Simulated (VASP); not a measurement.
A run of VASP 6.6.1 is set up as follows.

The input INCAR:

```
  ALGO = Normal
  EDIFF = 1E-6
  ENCUT = 520
  GGA = PE
  GGA_COMPAT = F
  ISIF = 2
  ISMEAR = -1
  LASPH = T
  LCHARG = F
  LREAL = F
  LWAVE = F
  NBANDS = 109
  NELECT = 184.0
  NELM = 120
  PREC = Accurate
  SIGMA = 0.01
```

Contents of KPOINTS:

```
k-points
0
Gamma
  1 1 1
```

POSCAR

```
Hf8O17
1.0
   -0.8929106200      5.2124939800      5.2775973300
    4.2687115500      0.0000000000      5.2725637200
    5.1616221700      5.2124939800     -0.0050336100
Hf O
8 17
Direct
    0.4374372680      0.2925090182     -0.0026481947
    0.9715785094      0.7459422897      0.5083297186
   -0.0207533334      0.7675161656      0.9632059763
    0.5272571485      0.2614167624      0.4536080572
    0.0639823918      0.2087507957      0.5041151540
    0.5016743283      0.7688898312      1.0206129385
    0.5212792415      0.7176001999      0.5476786185
    1.0030827521      0.1792813337      0.0722682655
    0.1226603595      0.8352195309      0.6344893207
    0.6116740921      0.3451829924      0.1271671681
    0.1185154834      0.4088091498      0.1487218087
    0.6275655488      0.9067597037      0.6308412650
    0.3684706182      0.6656061055      0.8849445961
    0.8652712425      0.1635209809      0.3985754262
    0.3892731773      0.0699437352      0.3770192274
    0.8923042542      0.5731240026      0.8808805773
    0.3105526227      0.1280240536     -0.0883715806
    0.8227224813      0.5123011926      0.5569266091
    0.0166234276      0.1075406294      0.8241115100
    0.5856898177      0.6140587283      0.2971140177
    0.2103860193      0.4357909243      0.4824575970
    0.6742186003      0.9766799109      0.9600423313
    0.4868585255      0.3963367622      0.6792952445
    0.8874583079      0.8779256957      0.2217660348
    0.2117673697      0.8617312155      0.2374281903
```

Potentials or basis: VASP PAW PBE potentials, release 64 (Hf_pv, O).

Run with:

```bash
$ cat potpaw_PBE.64/Hf_pv/POTCAR potpaw_PBE.64/O/POTCAR > POTCAR
$ mpirun -np 1 vasp_gam > vasp.out
```

Problem. Estimate the largest force.

Solution. 0.137 eV/Å.

Forces on the atoms (eV/Å):
```
Hf  -0.069 -0.070 -0.008
Hf  -0.073 -0.026 -0.002
Hf   0.039 -0.086  0.014
Hf   0.039 -0.001  0.045
Hf   0.042  0.020  0.021
Hf   0.104  0.001  0.019
Hf  -0.067  0.061 -0.041
Hf  -0.099  0.087 -0.038
O    0.069 -0.067 -0.031
O    0.054 -0.011 -0.072
O   -0.056 -0.001  0.043
O   -0.066 -0.071  0.030
O   -0.059  0.065  0.007
O   -0.055 -0.003  0.012
O    0.069  0.045 -0.051
O    0.050  0.043  0.060
O    0.083  0.091 -0.050
O   -0.014 -0.030  0.043
O   -0.006  0.023 -0.017
O    0.054 -0.054 -0.021
O   -0.003 -0.001 -0.013
O    0.011  0.018 -0.055
O    0.018  0.004  0.044
O   -0.057  0.048  0.059
O   -0.009 -0.085  0.002
```

Caveat: the k points lie up to 1.11 Å⁻¹ apart; the cell carries a net charge on a neutralising background, which shifts energy and pressure.
